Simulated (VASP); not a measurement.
Set up this calculation in VASP 6.6.1, as the native input.

```
Task                   : single point
Functional             : LDA
Potentials or basis    : VASP PAW LDA potentials, release 64 (K_sv, Br)
Cutoff                 : 520 eV
k mesh                 : 6 × 6 × 6
Occupations            : gaussian, width 0.01 eV
Spin                   : no spin polarisation
Dipole correction      : no
Further INCAR settings : ALGO = Normal; EDIFF = 1e-06; NBANDS = 15
```

The structure of KBr lies in POSCAR:

```
KBr
1.0
    0.0000000000      3.3024387198      3.3024387198
    3.3024387198      0.0000000000      3.3024387198
    3.3024387198      3.3024387198      0.0000000000
K Br
1 1
Direct
    0.0000000000      0.0000000000      0.0000000000
    0.5000000000      0.5000000000      0.5000000000
```

One way to write it, as run:

INCAR

```
SYSTEM = KBr
ALGO     = Normal         ! electronic algorithm
EDIFF    = 1E-6           ! SCF threshold, eV
ENCUT    = 520            ! plane-wave cutoff, eV
ISIF     = 2              ! what is computed and relaxed
ISMEAR   = 0              ! smearing method
LASPH    = .True.         ! aspherical terms in the spheres
LCHARG   = .True.         ! write CHGCAR
LELF     = .True.         ! ELF
LREAL    = .False.        ! projectors in reciprocal space
LVHAR    = .True.       
LWAVE    = .False.        ! write WAVECAR
NBANDS   = 15             ! bands
NELM     = 80             ! most SCF steps
PREC     = Accurate       ! precision mode
SIGMA    = 0.01           ! smearing width, eV
```

KPOINTS

```
k-points
0
Gamma
  6 6 6
  0 0 0
```

Potentials or basis: VASP PAW LDA potentials, release 64 (K_sv, Br).

Launch:

```bash
$ cat potpaw_LDA.64/K_sv/POTCAR potpaw_LDA.64/Br/POTCAR > POTCAR
$ mpirun -np 1 vasp_std > vasp.out
```

It gave:

The pressure is -1.6 GPa and the band gap on the k mesh is 4.03 eV.

It took 26 s on 1 thread of Intel Xeon 8259CL, with other jobs on the host, peak memory 0.17 GiB.
